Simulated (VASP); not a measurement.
# C (P6/mmm) in VASP: further runs, part 2 of 2

VASP 6.6.1. Earlier steps stand in the parts before.

## 4. Single point, PBE

This run uses another cell than the first one, of 10.79 Å³/atom.

INCAR

```
  ALGO = Normal
  EDIFF = 1E-6
  ENCUT = 520
  GGA = PE
  ISIF = 2
  ISMEAR = 0
  LASPH = T
  LCHARG = F
  LREAL = F
  LWAVE = F
  NBANDS = 11
  NELM = 60
  PREC = Accurate
  SIGMA = 0.1
```

KPOINTS

```
k-points
0
Gamma
  12 12 4
```

POSCAR

```
C
1.0
    2.4664549776      0.0000000000      0.0000000000
   -1.2332274888      2.1360126679      0.0000000000
    0.0000000000      0.0000000000      4.0952436232
C
2
Direct
    0.3333333333      0.6666666667      0.5000000000
    0.6666666667      0.3333333333      0.5000000000
```

Potentials or basis: VASP PAW PBE potentials, release 64 (C).

Started as:

```bash
> cat potpaw_PBE.64/C/POTCAR > POTCAR
> mpirun -np 1 vasp_std > vasp.out
```

OUTCAR:

```text
EDIFF = 1E-6
   ENCUT = 520
   GGA = PE
   ISIF = 2
   ISMEAR = 0
   LASPH = T
   LREAL = F
   NELM = 60
   PREC = Accurate

 ion  position               nearest neighbor table
   1  0.333  0.667  0.500-   2 1.42   2 1.42   2 1.42
   2  0.667  0.333  0.500-   1 1.42   1 1.42   1 1.42

  LATTYP: Found a hexagonal cell.
 ALAT       =     2.4664549776
 C/A-ratio  =     1.6603763946

  Lattice vectors:

 A1 = (   2.4664549776,   0.0000000000,   0.0000000000)
 A2 = (  -1.2332274888,   2.1360126679,   0.0000000000)
 A3 = (   0.0000000000,   0.0000000000,   4.0952436232)

Analysis of symmetry for initial positions (statically):
=====================================================================
 Subroutine PRICEL returns:
 Original cell was already a primitive cell.

 Routine SETGRP: Setting up the symmetry group for a
 hexagonal supercell.

 Subroutine GETGRP returns: Found 24 space group operations
 (whereof 24 operations were pure point group operations)
 out of a pool of 24 trial point group operations.

The static configuration has the point symmetry D_6h.

Analysis of symmetry for dynamics (positions and initial velocities):
=====================================================================
 Subroutine PRICEL returns:
 Original cell was already a primitive cell.

 Routine SETGRP: Setting up the symmetry group for a
 hexagonal supercell.

 Subroutine GETGRP returns: Found 24 space group operations
 (whereof 24 operations were pure point group operations)
 out of a pool of 24 trial point group operations.

The dynamic configuration has the point symmetry D_6h.

 Subroutine INISYM returns: Found 24 space group operations
 (whereof 24 operations are pure point group operations),
 and found     1 'primitive' translations

----------------------------------------------------------------------------------------

                                     Primitive cell

  volume of cell :      21.5753
[... 115 lines left out ...]
   LHFCALC =     F    Hartree Fock is set to
   AEXX    =    0.0000 exact exchange contribution
   IVDW    =     0    specifies the selected vdW correction
   LEPSILON=     F    determine dielectric tensor
   LRPA    =     F    only Hartree local field effects (RPA)
 non-spin polarized calculation
 Gauss-broadening in eV      SIGMA  =   0.10
  energy-cutoff  :      520.00
  volume of cell :       21.58
 maximum number of plane-waves:       596
   NGX =  9   NGY =  9   NGZ = 15

 number of electron       7.9999997 magnetization

 Free energy of the ion-electron system (eV)
  ---------------------------------------------------
  ext. energy  EPLUGINS =         0.00000000
  ---------------------------------------------------
  free energy    TOTEN  =       -18.44669270 eV

  energy without entropy =      -18.44587727  energy(sigma->0) =      -18.44628498

 E-fermi :   3.0812     XC(G=0):  -8.9734

 val. band max:        3.0809871672   @ k =   0.3333   0.3333   0.2500
 cond. band min:       3.2653927771   @ k =   0.3333   0.3333   0.0000
 fundamental gap:      0.1844056099
 Fermi energy:         3.0811833065

 k-point     1 :       0.0000    0.0000    0.0000
  band No.  band energies     occupation
      1     -16.4582      2.00000
      2      -4.2047      2.00000
      3       0.0389      2.00000
      4       0.0389      2.00000
      5       6.2931      0.00000
      6      11.3813      0.00000
      7      11.3813      0.00000
      8      14.5378      0.00000
      9      15.5288      0.00000
     10      21.2590      0.00000
     11      25.4493      0.00000
[... 309 lines left out ...]
 k-point    24 :       0.3333   -0.0000    0.2500
  band No.  band energies     occupation
      1     -13.8482      2.00000
      2      -6.5483      2.00000
      3      -2.6998      2.00000
      4      -1.5426      2.00000
      5       7.9808      0.00000
      6      10.6864      0.00000
      7      11.1342      0.00000
      8      18.5851      0.00000
      9      19.2967      0.00000
     10      19.7533      0.00000
     11      22.2324      0.00000

 [... further k-points ...]

------------------------ aborting loop because EDIFF is reached ----------------------------------------

  FORCE on cell =-STRESS in cart. coord.  units (eV):
  Direction    XX          YY          ZZ          XY          YZ          ZX
  --------------------------------------------------------------------------------------
  -------------------------------------------------------------------------------------
  Total        0.0820250      0.0820250      0.0284331      0.0000000     -0.0000000      0.0000000
  in kB        6.0911573      6.0911573      2.1114363      0.0000000     -0.0000000      0.0000000
  external PRESSURE =       4.7645836 kB  Pullay stress =       0.0000000 kB

 VOLUME and BASIS-vectors are now :
 -----------------------------------------------------------------------------
  energy-cutoff  :      520.00
  volume of cell :       21.58
      direct lattice vectors                 reciprocal lattice vectors
     2.466454978  0.000000000  0.000000000     0.405440200  0.234081009  0.000000000
    -1.233227489  2.136012668  0.000000000     0.000000000  0.468162017  0.000000000
     0.000000000  0.000000000  4.095243623     0.000000000  0.000000000  0.244185717

 POSITION                                       TOTAL-FORCE (eV/Angst)
 -----------------------------------------------------------------------------------
     -0.00000      1.42401      2.04762         0.000000     -0.000000      0.000000
      1.23323      0.71200      2.04762        -0.000000      0.000000      0.000000
 -----------------------------------------------------------------------------------
    total drift:                                0.000000     -0.000000     -0.000000

  FREE ENERGIE OF THE ION-ELECTRON SYSTEM (eV)
  ---------------------------------------------------
  free  energy   TOTEN  =       -18.4466926961 eV

  energy  without entropy=      -18.4458772718  energy(sigma->0) =      -18.44628498
```

stdout:

```text
POSCAR found type information on POSCAR C
 POSCAR found :  1 types and       2 ions
 scaLAPACK will be used
 LDA part: xc-table for (Slater+PW92), standard interpolation
 POSCAR, INCAR and KPOINTS ok, starting setup
 FFT: planning ... GRIDC
 FFT: planning ... GRID_SOFT
 FFT: planning ... GRID
 WAVECAR not read
 entering main loop
```

Run time: 4.5 s. Hardware: 1 thread of Intel Xeon 6975P-C (Granite Rapids), shared host; peak memory 0.12 GiB.

What came out:

```
Free energy            : -18.4467 eV
Pressure               : 0.5 GPa
Band gap on the k mesh : zero (bands 4 and 5 overlap by 0.36 eV)
```

Stress tensor (GPa, compression positive):
```
0.61 0.00 0.00
0.00 0.61 0.00
0.00 0.00 0.21
```

Levels at points of the mesh, in eV from the Fermi level:
```csv
k point,band 1,band 2,band 3,band 4,band 5,band 6,band 7,band 8
"(0.00, 0.00, 0.00)",-19.54,-7.29,-3.04,-3.04,3.21,8.30,8.30,11.46
"(0.50, 0.00, 0.00)",-14.29,-13.25,-6.42,-2.16,1.98,7.33,10.60,10.89
"(0.00, 0.00, 0.50)",-19.49,-7.92,-3.04,-3.04,6.91,8.31,8.31,11.39
"(0.50, 0.00, 0.50)",-14.26,-13.22,-6.41,-2.55,1.40,7.40,12.59,14.21
```

Caveat: the k points lie up to 0.38 Å⁻¹ apart; this functional lacks dispersion, which binds layers or chains, so the pressure and a relaxed spacing across them are unreliable.

## 5. Relaxation of cell and atoms, PBE

INCAR

```
SYSTEM = C
  ALGO = Normal
  EDIFF = 1E-6
  EDIFFG = -0.04
  ENCUT = 600
  GGA = PE
  IBRION = 2
  ISIF = 3
  ISMEAR = 0
  LASPH = .TRUE.
  LCHARG = .FALSE.
  LREAL = .FALSE.
  LWAVE = .FALSE.
  NELM = 100
  NSW = 90
  PREC = Accurate
  SIGMA = 0.1
```

KPOINTS

```
k-points
0
G
  6 6 8
  0 0 0
```

POSCAR

```
C
1.0
    2.4698122967      0.0000000000      0.0000000000
   -1.2349061483      2.1389201915      0.0000000000
    0.0000000000      0.0000000000      2.4101863103
C
2
Direct
    0.3333333333      0.6666666667      0.5000000000
    0.6666666667      0.3333333333      0.5000000000
```

Potentials or basis: VASP PAW PBE potentials, release 64 (C).

Started as:

```bash
> cat potpaw_PBE.64/C/POTCAR > POTCAR
> mpirun -np 1 vasp_std > vasp.out
```

OUTCAR:

```text
SYSTEM = C
   EDIFF = 1E-6
   EDIFFG = -0.04
   ENCUT = 600
   GGA = PE
   IBRION = 2
   ISIF = 3
   ISMEAR = 0
   LASPH = .TRUE.
   LREAL = .FALSE.
   NELM = 100
   NSW = 90
   PREC = Accurate

 ion  position               nearest neighbor table
   1  0.333  0.667  0.500-   2 1.43   2 1.43   2 1.43
   2  0.667  0.333  0.500-   1 1.43   1 1.43   1 1.43

  LATTYP: Found a hexagonal cell.
 ALAT       =     2.4698122967
 C/A-ratio  =     0.9758580899

  Lattice vectors:

 A1 = (   2.4698122967,   0.0000000000,   0.0000000000)
 A2 = (  -1.2349061483,   2.1389201915,   0.0000000000)
 A3 = (   0.0000000000,   0.0000000000,   2.4101863103)

Analysis of symmetry for initial positions (statically):
[... 477 lines left out ...]
 fundamental gap:      0.0000000069
 Fermi energy:         4.8682434243

 k-point     1 :       0.0000    0.0000    0.0000
  band No.  band energies     occupation
      1     -14.8155      2.00000
      2      -1.5404      2.00000
      3       1.8270      2.00000
      4       1.8270      2.00000
      5       9.3391      0.00000
      6      13.1387      0.00000
      7      13.1387      0.00000
      8      17.1403      0.00000
[... 243 lines left out ...]
 k-point    24 :       0.3333   -0.0000    0.3750
  band No.  band energies     occupation
      1     -11.9491      2.00000
      2      -4.6895      2.00000
      3      -0.8725      2.00000
      4      -0.4075      2.00000
      5       9.3111      0.00000
      6      12.7220      0.00000
      7      16.9310      0.00000
      8      21.1581      0.00000

 [... further k-points ...]

------------------------ aborting loop because EDIFF is reached ----------------------------------------

  FORCE on cell =-STRESS in cart. coord.  units (eV):
  Direction    XX          YY          ZZ          XY          YZ          ZX
  --------------------------------------------------------------------------------------
  -------------------------------------------------------------------------------------
  Total        0.0046836      0.0046836      0.0569345      0.0000000     -0.0000000     -0.0000000
  in kB        0.4335064      0.4335064      5.2697439      0.0000000     -0.0000000     -0.0000000
  external PRESSURE =       2.0455856 kB  Pullay stress =       0.0000000 kB
[... 17 lines left out ...]
  FREE ENERGIE OF THE ION-ELECTRON SYSTEM (eV)
  ---------------------------------------------------
  free  energy   TOTEN  =       -18.3392516075 eV

  energy  without entropy=      -18.3376844142  energy(sigma->0) =      -18.33846801

 reached required accuracy - stopping structural energy minimisation
```

CONTCAR:

```text
C
   1.00000000000000
     2.4657696385060257   -0.0000000000001151    0.0000000000000000
    -1.2328848192031940    2.1354191468053787   -0.0000000000000000
     0.0000000000000000   -0.0000000000000000    3.2874622452252593
  C
     2
Direct
     0.3333333332999970    0.6666666667000030    0.5000000000000000
     0.6666666667000030    0.3333333332999970    0.5000000000000000

  0.00000000E+00  0.00000000E+00  0.00000000E+00
  0.00000000E+00  0.00000000E+00  0.00000000E+00
```

Run time: 9.4 s. Hardware: 1 thread of Intel Xeon 6975P-C (Granite Rapids), shared host; peak memory 0.11 GiB.

Results:

```yaml
Free_energy: -18.3393 eV
Relaxed_volume: 8.65 Å³/atom
Relaxed_cell: a = 2.466 Å, b = 2.466 Å, c = 3.287 Å, α = 90.00°, β = 90.00°, γ = 120.00°
Space_group_after_relaxing_to_0.1_Å: P6/mmm (No. 191)
Energy_gained_by_relaxing: 443.9 meV/atom
Ionic_steps: 9
Pressure_after_relaxing: 0.2 GPa
Band_gap_on_the_k_mesh: zero (bands 4 and 5 overlap by 1.53 eV)
```

The path:
| step | energy change (eV) | largest force (eV/Å) | pressure (GPa) | volume (Å³) |
| --- | --- | --- | --- | --- |
| 1 | 0.0000 | 0.0000 | 23.49 | 12.73 |
| 2 | -0.6084 | 0.0000 | 13.52 | 14.44 |
| 3 | -0.8717 | 0.0000 | 9.54 | 16.69 |
| 4 | -0.8728 | 0.0000 | 9.51 | 16.83 |
| 5 | -0.7515 | 0.0000 | -23.75 | 18.75 |
| 6 | -0.8876 | 0.0000 | -0.22 | 17.29 |
| 7 | -0.8876 | 0.0000 | 0.13 | 17.28 |
| 8 | -0.8876 | 0.0000 | 0.28 | 17.27 |
| 9 | -0.8878 | 0.0000 | 0.20 | 17.31 |

Final structure:
```yaml
crystal:
  lattice:
    - [2.46577, 0.00000, 0.00000]
    - [-1.23288, 2.13542, 0.00000]
    - [0.00000, 0.00000, 3.28746]
  atoms:
    - { symbol: C, position: [0.33333, 0.66667, 0.50000] }
    - { symbol: C, position: [0.66667, 0.33333, 0.50000] }
```

Levels at points of the mesh, in eV from the Fermi level:
```
           k point  band 1  band 2  band 3  band 4  band 5  band 6  band 7  band 8
(0.00, 0.00, 0.00)  -19.68   -6.41   -3.04   -3.04    4.47    8.27    8.27   12.27
(0.50, 0.00, 0.00)  -14.40  -13.33   -6.43   -1.48    2.76    7.15   11.31   11.60
(0.00, 0.00, 0.50)  -19.33   -8.61   -3.00   -3.00    8.40    8.40   11.12   11.23
(0.50, 0.00, 0.50)  -14.13  -13.11   -6.37   -3.12    0.77    7.61   13.43   17.97
```

Caveat: the k points lie up to 0.49 Å⁻¹ apart in the final cell, too coarse for converged energies and pressures of a metal; the volume moved by over 15 % at a fixed basis, so the end points are rough; this functional lacks dispersion, which binds layers or chains, so the pressure and a relaxed spacing across them are unreliable.

## 6. Overview

| task | cell | k mesh | cutoff (eV) | gap on the mesh (eV) | pressure (GPa) |
| --- | --- | --- | --- | --- | --- |
| single point | a = 2.470, b = 2.470, c = 2.410 Å, angles 90.0, 90.0, 120.0°, 2 atoms | 6 × 6 × 8 | 520 | none | 24.1 |
| single point | a = 2.468, b = 2.468, c = 3.799 Å, angles 90.0, 90.0, 120.0°, 2 atoms | 6 × 6 × 8 | 520 | none | 0.4 |
| single point | a = 2.466, b = 2.466, c = 4.095 Å, angles 90.0, 90.0, 120.0°, 2 atoms | 12 × 12 × 4 | 520 | none | 0.5 |
| relaxation of cell and atoms | relaxed from a = 2.470, b = 2.470, c = 2.410 Å, angles 90.0, 90.0, 120.0°, 2 atoms | 6 × 6 × 8 | 600 | none | 0.2 |

Alike in all rows: level PBE; potentials or basis VASP PAW PBE potentials, release 64 (C); no spin polarisation; smearing gaussian 0.1 eV.

Caveats: all runs use coarse meshes; this functional lacks dispersion, which binds layers or chains, so the pressure and a relaxed spacing across them are unreliable; the volume moved by over 15 % at a fixed basis, so the end points are rough (at least some runs).

Total energies depend on the potentials used, so only differences within one code and one set of settings carry meaning.

The gap in the log of VASP goes by the Fermi energy; the results here count the filled bands.